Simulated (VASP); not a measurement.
A run of VASP 6.6.1:

INCAR

```
PREC     = Accurate       # precision mode
ENCUT    = 520            # plane-wave cutoff, eV
EDIFF    = 1E-7           # SCF threshold, eV
ISMEAR   = 0              # smearing method
SIGMA    = 0.03           # smearing width, eV
LREAL    = False          # projectors in reciprocal space
LASPH    = True           # aspherical terms in the spheres
NELM     = 60             # most SCF steps
ALGO     = Normal         # electronic algorithm
ISIF     = 2              # what is computed and relaxed
LWAVE    = False          # write WAVECAR
LCHARG   = False          # write CHGCAR
NBANDS   = 16             # bands
```

Contents of KPOINTS:

```
regular mesh
0
Gamma
  12 12 12
```

POSCAR

```
Si
1.0
   -3.1293628889      3.1293628889      2.1708410010
    3.1293628889     -3.1293628889      2.1708410010
    3.1293628889      3.1293628889     -2.1708410010
Si
4
Direct
    0.1788010600      0.1788010600      0.3576021200
    0.8211989400      0.8211989400      0.6423978800
    0.1788010600      0.8211989400      0.0000000000
    0.8211989400      0.1788010600      0.0000000000
```

Potentials or basis: VASP PAW LDA potentials, release 64 (Si).

Command:

```console
$ cat potpaw_LDA.64/Si/POTCAR > POTCAR
$ mpirun -np 1 vasp_std > vasp.out
```

Hardware: 1 thread of Intel(R) Xeon(R) 6975P-C (Granite Rapids), on a shared host.

Estimate the wall time of this run.

Wall time 81 s on 1 thread of Intel(R) Xeon(R) 6975P-C (Granite Rapids), with other jobs on the host, peak memory 0.29 GiB. Counts: scf iterations 14, k points 163.
